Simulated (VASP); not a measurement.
# OsRh (Pm-3m) in VASP: a series of runs

The runs below take OsRh through single point, relaxation of cell and atoms, with PBE.

All numbers are computed with VASP 6.6.1; they aren't measurements. Logs are shortened: lines on timing, memory, paths and dates and some standing lists are left out, and cuts for length are marked.

### Step 1. The cell of the first run

Symmetry: Pm-3m, No. 221, cubic system. Conventional cell: a = 2.994 Å, b = 2.994 Å, c = 2.994 Å, α = 90.00°, β = 90.00°, γ = 90.00°. Within 3.4 Å of Os (site symmetry m-3m) lie 8 Rh at 2.59 Å and 6 Os at 2.99 Å. Rh (site symmetry m-3m) has 8 Os at 2.59 Å and 6 Rh at 2.99 Å within 3.4 Å.

### Step 2. Single point, PBE

INCAR reads:

```
  ALGO = Fast
  EDIFF = 1E-7
  ENCUT = 520
  GGA = PE
  ISIF = 2
  ISMEAR = 0
  LASPH = True
  LCHARG = True
  LELF = True
  LREAL = False
  LVHAR = True
  LWAVE = False
  NBANDS = 18
  NELM = 100
  PREC = Accurate
  SIGMA = 0.1
```

KPOINTS reads:

```
k-points
0
Gamma
  6 6 6
```

POSCAR reads:

```
OsRh
1.0
    2.9943166542      0.0000000000      0.0000000000
    0.0000000000      2.9943166542      0.0000000000
    0.0000000000      0.0000000000      2.9943166542
Os Rh
1 1
Direct
    0.0000000000      0.0000000000      0.0000000000
    0.5000000000      0.5000000000      0.5000000000
```

Potentials or basis: VASP PAW PBE potentials, release 64 (Os, Rh_pv).

The run is started by

```bash
> cat potpaw_PBE.64/Os/POTCAR potpaw_PBE.64/Rh_pv/POTCAR > POTCAR
> mpirun -np 1 vasp_std > vasp.out
```

OUTCAR:

```text
EDIFF = 1E-7
   ENCUT = 520
   GGA = PE
   ISIF = 2
   ISMEAR = 0
   LASPH = True
   LREAL = False
   NELM = 100
   PREC = Accurate

 ion  position               nearest neighbor table
   1  0.000  0.000  0.000-   2 2.59   2 2.59   2 2.59   2 2.59   2 2.59   2 2.59   2 2.59   2 2.59

   2  0.500  0.500  0.500-   1 2.59   1 2.59   1 2.59   1 2.59   1 2.59   1 2.59   1 2.59   1 2.59

  LATTYP: Found a simple cubic cell.
 ALAT       =     2.9943166542

  Lattice vectors:

 A1 = (   2.9943166542,   0.0000000000,   0.0000000000)
 A2 = (   0.0000000000,   2.9943166542,   0.0000000000)
 A3 = (   0.0000000000,   0.0000000000,   2.9943166542)

Analysis of symmetry for initial positions (statically):
=====================================================================
 Subroutine PRICEL returns:
 Original cell was already a primitive cell.

 Routine SETGRP: Setting up the symmetry group for a
 simple cubic supercell.

 Subroutine GETGRP returns: Found 48 space group operations
 (whereof 48 operations were pure point group operations)
 out of a pool of 48 trial point group operations.

The static configuration has the point symmetry O_h .

Analysis of symmetry for dynamics (positions and initial velocities):
=====================================================================
 Subroutine PRICEL returns:
 Original cell was already a primitive cell.

 Routine SETGRP: Setting up the symmetry group for a
 simple cubic supercell.

 Subroutine GETGRP returns: Found 48 space group operations
 (whereof 48 operations were pure point group operations)
 out of a pool of 48 trial point group operations.

The dynamic configuration has the point symmetry O_h .

 Subroutine INISYM returns: Found 48 space group operations
 (whereof 48 operations are pure point group operations),
 and found     1 'primitive' translations

----------------------------------------------------------------------------------------

                                     Primitive cell

  volume of cell :      26.8468

  direct lattice vectors                    reciprocal lattice vectors
     2.994316654  0.000000000  0.000000000     0.333966015  0.000000000  0.000000000
     0.000000000  2.994316654  0.000000000     0.000000000  0.333966015  0.000000000
     0.000000000  0.000000000  2.994316654     0.000000000  0.000000000  0.333966015

  length of vectors
     2.994316654  2.994316654  2.994316654     0.333966015  0.333966015  0.333966015

  position of ions in fractional coordinates (direct lattice)
     0.000000000  0.000000000  0.000000000
     0.500000000  0.500000000  0.500000000

  ion indices of the primitive-cell ions
   primitive index   ion index
                 1           1
                 2           2

----------------------------------------------------------------------------------------

 KPOINTS: k-points

Automatic generation of k-mesh.
 Grid dimensions read from file:
 generate k-points for:    6    6    6

 Generating k-lattice:

  Cartesian coordinates                     Fractional coordinates (reciprocal lattice)
     0.055661002  0.000000000  0.000000000     0.166666667  0.000000000  0.000000000
     0.000000000  0.055661002  0.000000000     0.000000000  0.166666667  0.000000000
     0.000000000  0.000000000  0.055661002     0.000000000  0.000000000  0.166666667

  Length of vectors
     0.055661002  0.055661002  0.055661002

  Shift w.r.t. Gamma in fractional coordinates (k-lattice)
     0.000000000  0.000000000  0.000000000

 Subroutine IBZKPT returns following result:
 ===========================================

 Found     20 irreducible k-points:

 Following reciprocal coordinates:
            Coordinates               Weight
  0.000000  0.000000  0.000000      1.000000
  0.166667  0.000000  0.000000      6.000000
  0.333333  0.000000  0.000000      6.000000
  0.500000  0.000000  0.000000      3.000000
  0.166667  0.166667  0.000000     12.000000
  0.333333  0.166667  0.000000     24.000000
[... 12 lines left out ...]
  0.500000  0.500000  0.333333      6.000000
  0.500000  0.500000  0.500000      1.000000
   k-points           NKPTS =     20   k-points in BZ     NKDIM =     20   number of bands    NBANDS=     18
   number of dos      NEDOS =    301   number of ions     NIONS =      2
   total plane-waves  NPLWV =  13824
   dimension x,y,z NGX =    24 NGY =   24 NGZ =   24
   dimension x,y,z NGXF=    48 NGYF=   48 NGZF=   48
   ions per type =               1   1
   NGX,Y,Z   is equivalent  to a cutoff of  13.32, 13.32, 13.32 a.u.
   NGXF,Y,Z  is equivalent  to a cutoff of  26.65, 26.65, 26.65 a.u.
 SYSTEM =  unknown system
   PREC   = accura    normal or accurate (medium, high low for compatibility)
   ISTART =      0    job   : 0-new  1-cont  2-samecut
   ICHARG =      2    charge: 1-file 2-atom 10-const
   ISPIN  =      1    spin polarized calculation?
   LNONCOLLINEAR =      F non collinear calculations
   LSORBIT =      F    spin-orbit coupling
   LASPH  =      T    aspherical Exc in radial PAW
   ENCUT  =  520.0 eV  38.22 Ry    6.18 a.u.   5.57  5.57  5.57*2*pi/ulx,y,z
   NELM   =    100;   NELMIN=  2; NELMDL= -5     # of ELM steps
   EDIFF  = 0.1E-06   stopping-criterion for ELM
   LREAL  =      F    real-space projection
   EDIFFG = 0.1E-05   stopping-criterion for IOM
   NSW    =      0    number of steps for IOM
   IBRION =     -1    ionic relax: 0-MD 1-quasi-New 2-CG
   NFREE  =      0    steps in history (QN), initial steepest desc. (CG)
   ISIF   =      2    stress and relaxation
   ISYM   =      2    0-nonsym 1-usesym 2-fastsym
   POTIM  = 0.5000    time-step for ionic-motion
   TEBEG  =    0.0;   TEEND  =   0.0 temperature during run
   PSTRESS=    0.0 pullay stress
   NELECT =      23.0000    total number of electrons
   NUPDOWN=      -1.0000    fix difference up-down
   EMIN   =  10.00;   EMAX   =-10.00  energy-range for DOS
   EFERMI =   0.00;   METHOD = LEGACY
   ISMEAR =     0;   SIGMA  =   0.10  broadening in eV -4-tet -1-fermi 0-gaus
   EFERMI_NEDOS =   21; number of points for ismear=-14 and -15
   IALGO  =     68    algorithm
   IMIX   =      4    mixing-type and parameters
     AMIX     =   0.40;   BMIX     =  1.00
     AMIX_MAG =   1.60;   BMIX_MAG =  1.00
  volume/ion in A,a.u.               =      13.42        90.59
  Fermi-wavevector in a.u.,A,eV,Ry     =   1.554842  2.938226 32.892560  2.417535
  Thomas-Fermi vector in A             =   2.658870
   LORBIT       =      0    0 simple, 1 ext, 2 COOP (PROOUT), +10 PAW based schemes
   GGA     = PE    functional components
   LHFCALC =     F    Hartree Fock is set to
   AEXX    =    0.0000 exact exchange contribution
   IVDW    =     0    specifies the selected vdW correction
   LEPSILON=     F    determine dielectric tensor
   LRPA    =     F    only Hartree local field effects (RPA)
 non-spin polarized calculation
 RMM-DIIS sequential band-by-band and
 Gauss-broadening in eV      SIGMA  =   0.10
  energy-cutoff  :      520.00
  volume of cell :       26.85
 maximum number of plane-waves:       739
 NGX is ok and might be reduce to    24
   NGX = 11   NGY = 11   NGZ = 11

 number of electron      22.9999993 magnetization

 Free energy of the ion-electron system (eV)
  ---------------------------------------------------
  ext. energy  EPLUGINS =         0.00000000
  ---------------------------------------------------
  free energy    TOTEN  =       -17.01391549 eV

  energy without entropy =      -16.98789588  energy(sigma->0) =      -17.00090569

 E-fermi :  11.2201     XC(G=0): -14.2405

 val. band max:       11.2174152429   @ k =   0.3333   0.1667   0.1667
 cond. band min:      11.2503922663   @ k =   0.5000   0.3333   0.1667
 fundamental gap:      0.0329770234
 Fermi energy:        11.2200860389

 k-point     1 :       0.0000    0.0000    0.0000
  band No.  band energies     occupation
      1     -35.4994      2.00000
      2     -35.4994      2.00000
      3     -35.4994      2.00000
      4       1.4444      2.00000
      5       4.1159      2.00000
      6       4.1159      2.00000
[... 10 lines left out ...]
     17      20.2526      0.00000
     18      28.6867      0.00000

 k-point     2 :       0.1667    0.0000    0.0000
  band No.  band energies     occupation
      1     -35.5363      2.00000
      2     -35.4988      2.00000
      3     -35.4988      2.00000
      4       2.0922      2.00000
      5       4.4521      2.00000
      6       4.6125      2.00000
[... 10 lines left out ...]
     17      22.2141      0.00000
     18      28.7866      0.00000

 k-point     3 :       0.3333    0.0000    0.0000
  band No.  band energies     occupation
      1     -35.6094      2.00000
      2     -35.4975      2.00000
      3     -35.4975      2.00000
      4       3.7298      2.00000
      5       5.4278      2.00000
      6       5.6389      2.00000
[... 10 lines left out ...]
     17      26.1765      0.00000
     18      28.6838      0.00000

 k-point     4 :       0.5000    0.0000    0.0000
  band No.  band energies     occupation
      1     -35.6457      2.00000
      2     -35.4968      2.00000
      3     -35.4968      2.00000
      4       5.0159      2.00000
      5       5.9656      2.00000
      6       6.8958      2.00000
[... 291 lines left out ...]
      4       5.4905      2.00000
      5       5.6170      2.00000
      6       6.5391      2.00000
[... 10 lines left out ...]
     17      21.9815      0.00000
     18      23.2034      0.00000

 k-point    19 :       0.5000    0.5000    0.3333
  band No.  band energies     occupation
      1     -35.6181      2.00000
      2     -35.6181      2.00000
      3     -35.5855      2.00000
      4       5.8830      2.00000
      5       5.9962      2.00000
      6       6.1075      2.00000
[... 10 lines left out ...]
     17      20.9478      0.00000
     18      23.7954      0.00000

 k-point    20 :       0.5000    0.5000    0.5000
  band No.  band energies     occupation
      1     -35.6190      2.00000
      2     -35.6190      2.00000
      3     -35.6190      2.00000
      4       6.7160      2.00000
      5       6.7160      2.00000
      6       6.7160      2.00000
[... 10 lines left out ...]
     17      21.3903      0.00000
     18      21.3903      0.00000

------------------------ aborting loop because EDIFF is reached ----------------------------------------

  FORCE on cell =-STRESS in cart. coord.  units (eV):
  Direction    XX          YY          ZZ          XY          YZ          ZX
  --------------------------------------------------------------------------------------
  -------------------------------------------------------------------------------------
  Total        4.9413564      4.9413564      4.9413564     -0.0000000     -0.0000000      0.0000000
  in kB      294.8924030    294.8924030    294.8924030     -0.0000000     -0.0000000      0.0000000
  external PRESSURE =     294.8924030 kB  Pullay stress =       0.0000000 kB

 VOLUME and BASIS-vectors are now :
 -----------------------------------------------------------------------------
  energy-cutoff  :      520.00
  volume of cell :       26.85
      direct lattice vectors                 reciprocal lattice vectors
     2.994316654  0.000000000  0.000000000     0.333966015  0.000000000  0.000000000
     0.000000000  2.994316654  0.000000000     0.000000000  0.333966015  0.000000000
     0.000000000  0.000000000  2.994316654     0.000000000  0.000000000  0.333966015

 POSITION                                       TOTAL-FORCE (eV/Angst)
 -----------------------------------------------------------------------------------
      0.00000      0.00000      0.00000         0.000000      0.000000      0.000000
      1.49716      1.49716      1.49716         0.000000      0.000000      0.000000
 -----------------------------------------------------------------------------------
    total drift:                                0.000000     -0.000000     -0.000000

  FREE ENERGIE OF THE ION-ELECTRON SYSTEM (eV)
  ---------------------------------------------------
  free  energy   TOTEN  =       -17.0139154886 eV

  energy  without entropy=      -16.9878958849  energy(sigma->0) =      -17.00090569
```

Run time: 6.3 s. Hardware: 1 thread of Intel Xeon Platinum 8559C (Emerald Rapids), shared host; peak memory 0.13 GiB.

Results:

- Free energy: -17.0139 eV
- Pressure: 29.5 GPa
- Band gap on the k mesh: zero (an odd number of electrons rules out a gap without spin polarisation)

Levels at points of the mesh, in eV from the Fermi level:
```
           k point  band 7  band 8  band 9  band 10  band 11  band 12  band 13  band 14  band 15  band 16
(0.00, 0.00, 0.00)   -3.39   -3.39   -3.39    -0.30    -0.30     2.04     2.04     2.04     9.03     9.03
(0.50, 0.00, 0.00)   -4.26   -2.84   -2.84    -2.10    -2.10    -1.70    -0.34     0.95     2.07    16.49
(0.50, 0.50, 0.00)   -5.29   -0.59   -0.53    -0.13     0.59     0.59     1.22     2.66     2.66     8.50
(0.50, 0.50, 0.50)   -4.43   -4.43   -4.43    -0.45    -0.45     1.36     1.36     7.37     9.06    10.17
```

Caveat: the cell stands under pressure; spin-orbit coupling is left out, which moves the levels of the heavy elements.

### Step 3. Single point, PBE

This run uses another cell than the first one, of 14.55 Å³/atom.

INCAR reads:

```
SYSTEM = OsRh
PREC = Accurate ; ENCUT = 520
EDIFF = 1E-7 ; ISMEAR = 0
SIGMA = 0.1 ; LREAL = .False.
LASPH = .True. ; NELM = 100
ALGO = Normal ; ISIF = 2
LWAVE = .False. ; LCHARG = .True.
GGA = PE ; LELF = .True.
LVHAR = .True. ; NBANDS = 18
```

KPOINTS reads:

```
regular mesh
0
Gamma
  6 6 6
  0 0 0
```

POSCAR reads:

```
OsRh
1.0
    3.0757102654      0.0000000000      0.0000000000
    0.0000000000      3.0757102654      0.0000000000
    0.0000000000      0.0000000000      3.0757102654
Os Rh
1 1
Direct
    0.0000000000      0.0000000000      0.0000000000
    0.5000000000      0.5000000000      0.5000000000
```

Potentials or basis: VASP PAW PBE potentials, release 64 (Os, Rh_pv).

The run is started by

```bash
> cat potpaw_PBE.64/Os/POTCAR potpaw_PBE.64/Rh_pv/POTCAR > POTCAR
> mpirun -np 1 vasp_std > vasp.out
```

Wall time 5.9 s (1 thread of Intel Xeon Platinum 8559C (Emerald Rapids), shared host); peak memory 0.14 GiB.

The run converged. Its results:

```
Free energy            : -17.2065 eV
Pressure               : 0.0 GPa
Band gap on the k mesh : zero (an odd number of electrons rules out a gap without spin polarisation)
```

Levels at points of the mesh, in eV from the Fermi level:
| k point | band 7 | band 8 | band 9 | band 10 | band 11 | band 12 | band 13 | band 14 | band 15 | band 16 |
| --- | --- | --- | --- | --- | --- | --- | --- | --- | --- | --- |
| (0.00, 0.00, 0.00) | -3.01 | -3.01 | -3.01 | -0.24 | -0.24 | 1.79 | 1.79 | 1.79 | 8.62 | 8.62 |
| (0.50, 0.00, 0.00) | -3.71 | -2.51 | -2.51 | -1.85 | -1.85 | -1.49 | -0.28 | 0.83 | 1.80 | 15.93 |
| (0.50, 0.50, 0.00) | -4.69 | -0.53 | -0.47 | -0.11 | 0.63 | 0.63 | 1.07 | 2.32 | 2.32 | 7.57 |
| (0.50, 0.50, 0.50) | -3.96 | -3.96 | -3.96 | -0.40 | -0.40 | 1.18 | 1.18 | 6.69 | 8.45 | 9.52 |

Caveat: spin-orbit coupling is left out, which moves the levels of the heavy elements.

[end of part 1 of 2]

The gap in the log of VASP goes by the Fermi energy; the results here count the filled bands.